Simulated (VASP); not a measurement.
# TaAs3 (P6_3/mmc) in VASP: notebook, part 2 of 2

VASP 6.6.1. The steps go on from the part before.

### Step 4. Single point, PBE

This run uses another cell than the first one, of 18.78 Å³/atom.

File INCAR:

```
PREC     = Accurate       # precision mode
ENCUT    = 520            # plane-wave cutoff, eV
EDIFF    = 1E-6           # SCF threshold, eV
ISMEAR   = 0              # smearing method
SIGMA    = 0.1            # smearing width, eV
LREAL    = F              # projectors in reciprocal space
LASPH    = T              # aspherical terms in the spheres
NELM     = 80             # most SCF steps
ALGO     = Normal         # electronic algorithm
ISIF     = 2              # what is computed and relaxed
LWAVE    = F              # write WAVECAR
LCHARG   = T              # write CHGCAR
GGA      = PE             # functional
LELF     = T              # ELF
LVHAR    = T            
NBANDS   = 36             # bands
```

File KPOINTS:

```
regular mesh
0
Gamma
  6 6 8
```

File POSCAR:

```
TaAs3
1.0
    6.0008915631      0.0000000000      0.0000000000
   -3.0004457815      5.1969245390      0.0000000000
    0.0000000000      0.0000000000      4.8163413452
Ta As
2 6
Direct
    0.3333333333      0.6666666667      0.2500000000
    0.6666666667      0.3333333333      0.7500000000
    0.8140892862      0.6281785723      0.2500000000
    0.1859107138      0.8140892862      0.7500000000
    0.3718214277      0.1859107138      0.2500000000
    0.1859107138      0.3718214277      0.7500000000
    0.8140892862      0.1859107138      0.2500000000
    0.6281785723      0.8140892862      0.7500000000
```

Potentials or basis: VASP PAW PBE potentials, release 64 (Ta_pv, As).

Launch:

```bash
$ cat potpaw_PBE.64/Ta_pv/POTCAR potpaw_PBE.64/As/POTCAR > POTCAR
$ mpirun -np 1 vasp_std > vasp.out
```

OUTCAR:

```text
PREC = Accurate
   ENCUT = 520
   EDIFF = 1E-6
   ISMEAR = 0
   LREAL = F
   LASPH = T
   NELM = 80
   ISIF = 2
   GGA = PE

 ion  position               nearest neighbor table
   1  0.333  0.667  0.250-   4 2.85   4 2.85   6 2.85   6 2.85   8 2.85   8 2.85   5 3.01   3 3.01
                             7 3.01   7 3.01   5 3.01   3 3.01
   2  0.667  0.333  0.750-   7 2.85   7 2.85   3 2.85   3 2.85   5 2.85   5 2.85   8 3.01   6 3.01
                             4 3.01   4 3.01   8 3.01   6 3.01
   3  0.814  0.628  0.250-   7 2.65   5 2.65   2 2.85   2 2.85   1 3.01   1 3.01
   4  0.186  0.814  0.750-   6 2.65   8 2.65   1 2.85   1 2.85   2 3.01   2 3.01
   5  0.372  0.186  0.250-   7 2.65   3 2.65   2 2.85   2 2.85   1 3.01   1 3.01
   6  0.186  0.372  0.750-   4 2.65   8 2.65   1 2.85   1 2.85   2 3.01   2 3.01
   7  0.814  0.186  0.250-   3 2.65   5 2.65   2 2.85   2 2.85   1 3.01   1 3.01
   8  0.628  0.814  0.750-   4 2.65   6 2.65   1 2.85   1 2.85   2 3.01   2 3.01

  LATTYP: Found a hexagonal cell.
 ALAT       =     6.0008915631
 C/A-ratio  =     0.8026042955

  Lattice vectors:

 A1 = (   6.0008915631,   0.0000000000,   0.0000000000)
 A2 = (  -3.0004457815,   5.1969245390,   0.0000000000)
 A3 = (   0.0000000000,   0.0000000000,   4.8163413452)

Analysis of symmetry for initial positions (statically):
=====================================================================
 Subroutine PRICEL returns:
 Original cell was already a primitive cell.

 Routine SETGRP: Setting up the symmetry group for a
 hexagonal supercell.

 Subroutine GETGRP returns: Found 24 space group operations
 (whereof 12 operations were pure point group operations)
 out of a pool of 24 trial point group operations.

The static configuration has the point symmetry D_3d.
 The point group associated with its full space group is D_6h.

Analysis of symmetry for dynamics (positions and initial velocities):
=====================================================================
 Subroutine PRICEL returns:
 Original cell was already a primitive cell.

 Routine SETGRP: Setting up the symmetry group for a
[... 147 lines left out ...]
   IVDW    =     0    specifies the selected vdW correction
   LEPSILON=     F    determine dielectric tensor
   LRPA    =     F    only Hartree local field effects (RPA)
 non-spin polarized calculation
 Gauss-broadening in eV      SIGMA  =   0.10
  energy-cutoff  :      520.00
  volume of cell :      150.20
 maximum number of plane-waves:      4084
 NGX is ok and might be reduce to    48
   NGX = 23   NGY = 23   NGZ = 17

 number of electron      51.9999998 magnetization

 Free energy of the ion-electron system (eV)
  ---------------------------------------------------
  ext. energy  EPLUGINS =         0.00000000
  ---------------------------------------------------
  free energy    TOTEN  =       -49.46748639 eV

  energy without entropy =      -49.44154139  energy(sigma->0) =      -49.45451389

 E-fermi :   6.6570     XC(G=0): -11.1495

 val. band max:        6.6546429475   @ k =   0.1667  -0.0000   0.3750
 cond. band min:       6.6852873917   @ k =   0.5000  -0.0000   0.3750
 fundamental gap:      0.0306444442
 Fermi energy:         6.6570426213

 k-point     1 :       0.0000    0.0000    0.0000
  band No.  band energies     occupation
      1     -28.6062      2.00000
      2     -28.6062      2.00000
      3     -28.5941      2.00000
      4     -28.5941      2.00000
      5     -28.4902      2.00000
      6     -28.4785      2.00000
[... 925 lines left out ...]
     35       9.8806      0.00000
     36       9.9758      0.00000

 [... further k-points ...]

------------------------ aborting loop because EDIFF is reached ----------------------------------------

  FORCE on cell =-STRESS in cart. coord.  units (eV):
  Direction    XX          YY          ZZ          XY          YZ          ZX
  --------------------------------------------------------------------------------------
  -------------------------------------------------------------------------------------
  Total        0.2504472      0.2504472      0.2095110      0.0000000      0.0000000      0.0000000
  in kB        2.6714519      2.6714519      2.2347961      0.0000000      0.0000000      0.0000000
  external PRESSURE =       2.5259000 kB  Pullay stress =       0.0000000 kB

 VOLUME and BASIS-vectors are now :
 -----------------------------------------------------------------------------
  energy-cutoff  :      520.00
  volume of cell :      150.20
      direct lattice vectors                 reciprocal lattice vectors
     6.000891563  0.000000000  0.000000000     0.166641905  0.096210749  0.000000000
    -3.000445781  5.196924539  0.000000000     0.000000000  0.192421497  0.000000000
     0.000000000  0.000000000  4.816341345     0.000000000  0.000000000  0.207626480

 POSITION                                       TOTAL-FORCE (eV/Angst)
 -----------------------------------------------------------------------------------
     -0.00000      3.46462      1.20409        -0.000000     -0.000000      0.000000
      3.00045      1.73231      3.61226        -0.000000     -0.000000      0.000000
      3.00045      3.26460      1.20409         0.000000      0.035794      0.000000
     -1.32700      4.23076      3.61226        -0.030999      0.017897      0.000000
      1.67345      0.96616      1.20409        -0.030999     -0.017897      0.000000
     -0.00000      1.93233      3.61226        -0.000000     -0.035794     -0.000000
      4.32745      0.96616      1.20409         0.030999     -0.017897     -0.000000
      1.32700      4.23076      3.61226         0.030999      0.017897     -0.000000
 -----------------------------------------------------------------------------------
    total drift:                                0.000000     -0.000000      0.000000

  FREE ENERGIE OF THE ION-ELECTRON SYSTEM (eV)
  ---------------------------------------------------
  free  energy   TOTEN  =       -49.4674863885 eV

  energy  without entropy=      -49.4415413939  energy(sigma->0) =      -49.45451389
```

stdout:

```text
POSCAR found type information on POSCAR TaAs
 POSCAR found :  2 types and       8 ions
 scaLAPACK will be used
 LDA part: xc-table for (Slater+PW92), standard interpolation
 POSCAR, INCAR and KPOINTS ok, starting setup
 FFT: planning ... GRIDC
 FFT: planning ... GRID_SOFT
 FFT: planning ... GRID
 WAVECAR not read
 entering main loop
```

It took 81 s on 1 thread of Intel Xeon 6975P-C (Granite Rapids), shared host; peak memory 0.36 GiB.

What came out:

- Free energy: -49.4675 eV
- Pressure: 0.3 GPa
- Largest force: 0.036 eV/Å
- Band gap on the k mesh: zero (bands 26 and 27 overlap by 0.92 eV)

Forces on the atoms (eV/Å):
```
Ta   0.000  0.000  0.000
Ta   0.000  0.000  0.000
As   0.000  0.036  0.000
As  -0.031  0.018  0.000
As  -0.031 -0.018  0.000
As   0.000 -0.036  0.000
As   0.031 -0.018  0.000
As   0.031  0.018  0.000
```

Levels at points of the mesh, in eV from the Fermi level:
```
           k point  band 24  band 25  band 26  band 27  band 28  band 29
(0.00, 0.00, 0.00)    -0.45    -0.27    -0.23    -0.23     0.34     0.43
(0.50, 0.00, 0.00)    -1.34    -1.17    -0.72    -0.61     0.23     0.62
(0.00, 0.00, 0.50)     0.06     0.27     0.27     0.62     0.62     0.62
(0.50, 0.00, 0.50)    -1.41    -0.15    -0.15     0.45     0.45     0.78
```

Caveat: spin-orbit coupling is left out, which moves the levels of the heavy elements.

### Step 5. Summary

| cell | k mesh | gap on the mesh (eV) | pressure (GPa) | largest force (eV/Å) |
| --- | --- | --- | --- | --- |
| a = 6.075, b = 6.075, c = 4.744 Å, angles 90.0, 90.0, 120.0°, 8 atoms, atomic positions A | 3 × 3 × 4 | none | 0.2 | 0.04 |
| a = 6.134, b = 6.134, c = 4.923 Å, angles 90.0, 90.0, 120.0°, 8 atoms, atomic positions B | 3 × 3 × 4 | none | -9.1 | 1.42 |
| a = 6.001, b = 6.001, c = 4.816 Å, angles 90.0, 90.0, 120.0°, 8 atoms, atomic positions C | 6 × 6 × 8 | none | 0.3 | 0.04 |

Alike in all rows: task single point; level PBE; potentials or basis VASP PAW PBE potentials, release 64 (Ta_pv, As); no spin polarisation; cutoff (eV) 520; smearing gaussian 0.1 eV.

Caveats: some runs use coarse meshes; spin-orbit coupling is left out, which moves the levels of the heavy elements; forces of over 1 eV/Å act on the atoms, so gaps and moduli don't describe the material at rest (at least some runs).

Absolute energies hang on the potentials; compare differences alone.
